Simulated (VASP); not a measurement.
ZrGe2Pd3, 6 atoms in the cell. It takes space group P4/mmm (No. 123, tetragonal). Conventional cell: a = 4.037 Å, b = 4.037 Å, c = 6.877 Å, α = 90.00°, β = 90.00°, γ = 90.00°. Within 2.7 Å of Zr (site symmetry 4/mmm) lie 4 Ge at 2.02 Å. Ge (site symmetry mmm) has 2 Zr at 2.02 Å and 2 Pd at 2.02 Å within 2.7 Å. Pd (site symmetry 4mm) has 2 Pd at 2.28 to 2.31 Å and 4 Ge at 3.05 Å within 3.1 Å. Pd (site symmetry 4/mmm) has 4 Ge at 2.02 Å and 2 Pd at 2.28 Å within 2.7 Å. The cell was built from a structure type or drawn by symmetry, and may not be a known phase.

```yaml
Program: VASP 6.6.1
Task: relaxation of cell and atoms
Functional: PBE
Potentials_or_basis: VASP PAW PBE potentials, release 64 (Zr_sv, Ge_d, Pd)
Cutoff: 600 eV
k_mesh: 4 × 4 × 3
Occupations: gaussian, width 0.2 eV
Spin: no spin polarisation
Dipole_correction: no
Further_INCAR_settings: ALGO = Normal; EDIFF = 1e-07; IBRION = 2; EDIFFG = -0.08; NSW = 36; ISIF = 3
```

Potentials or basis: VASP PAW PBE potentials, release 64 (Zr_sv, Ge_d, Pd).

Command:

```console
$ cat potpaw_PBE.64/Zr_sv/POTCAR potpaw_PBE.64/Ge_d/POTCAR potpaw_PBE.64/Pd/POTCAR > POTCAR
$ mpirun -np 1 vasp_std > vasp.out
```

Hardware: 1 thread of Intel(R) Xeon(R) 6975P-C (Granite Rapids), with other jobs on the host.

Question: How long does it take, and how much memory?

Answer: Wall time 6.5 min on 1 thread of Intel(R) Xeon(R) 6975P-C (Granite Rapids) (shared host), peak memory 0.27 GiB. Counts: scf iterations 154, k points 12, ion steps 9.
